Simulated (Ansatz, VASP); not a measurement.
# CdS: VASP beside Ansatz

INCAR

```
SYSTEM = CdS
PREC = Accurate ; ENCUT = 520
EDIFF = 1E-6 ; ISMEAR = 0
SIGMA = 0.02 ; LREAL = .False.
LASPH = .True. ; NELM = 80
ALGO = Normal ; ISIF = 2
LWAVE = .False. ; LCHARG = .False.
GGA = PE ; NBANDS = 16
```

The input KPOINTS:

```
Automatic mesh
0
Gamma
  8 8 8
  0 0 0
```

The input POSCAR:

```
CdS
1.0
    0.0000000000      2.9631291161      2.9631291161
    2.9631291161      0.0000000000      2.9631291161
    2.9631291161      2.9631291161      0.0000000000
Cd S
1 1
Direct
    0.0000000000      0.0000000000      0.0000000000
    0.2500000000      0.2500000000      0.2500000000
```

Input for Ansatz:

```yaml
crystal:
  lattice:
    - [0.0, 2.9631291281, 2.9631291281]
    - [2.9631291281, 0.0, 2.9631291281]
    - [2.9631291281, 2.9631291281, 0.0]
  atoms:
    - { symbol: Cd, position: [0.0, 0.0, 0.0] }
    - { symbol: S, position: [0.25, 0.25, 0.25] }
basis:
  ecutwfc: 420
kpoints:
  mp_grid: { grid: [8, 8, 8] }
  band_path:
    path:
      - [[0.0, 0.0, 0.0], [-0.5, -0.5, 0.0], [-0.375, -0.375, 0.25]]
      - [[-0.375, 0.0, 0.375], [0.0, 0.0, 0.0], [0.0, 0.0, 0.5], [-0.5, -0.25, 0.25], [-0.5, -0.5, 0.0]]
    npoints: 14
hamiltonian:
  xc: pbe
scf:
  occupations: { method: gaussian, width: 0.02 }
  n_extra_bands: 6
output:
  forces: true
  stress: true
  eigenvalues: true
  populations: true
  dos: { projected: true, de: 0.02, nscf_kmesh: { grid: [12, 12, 12] } }
  bader: true
  write_density: true
  write_potential: true
  elf: true
  volumetric_format: npy
```

Alike in both runs: task single point; functional PBE; k mesh 8 × 8 × 8; occupations gaussian, width 0.02 eV; no spin polarisation.

```csv
,VASP,Ansatz
version,VASP 6.6.1,Ansatz 0.2.0
potentials or method,"VASP PAW PBE potentials, release 64 (Cd, S), cutoff 520 eV","scalar-relativistic, plane waves, PAW"
valence electrons in the cell,18,26
```

```csv
,VASP,Ansatz,Ansatz less VASP
gap on the k mesh at the Fermi level (eV),1.04,1.04,-0.002
least direct gap on the mesh (eV),1.04,1.04,-0.002
pressure (GPa),0.3,0.0,-0.29
```

With one functional, cell and mesh, what is left measures potentials, basis and numerics. VASP's potentials hold 18 valence electrons a cell and Ansatz's 26, so a difference there can come from the potentials and not from the codes.
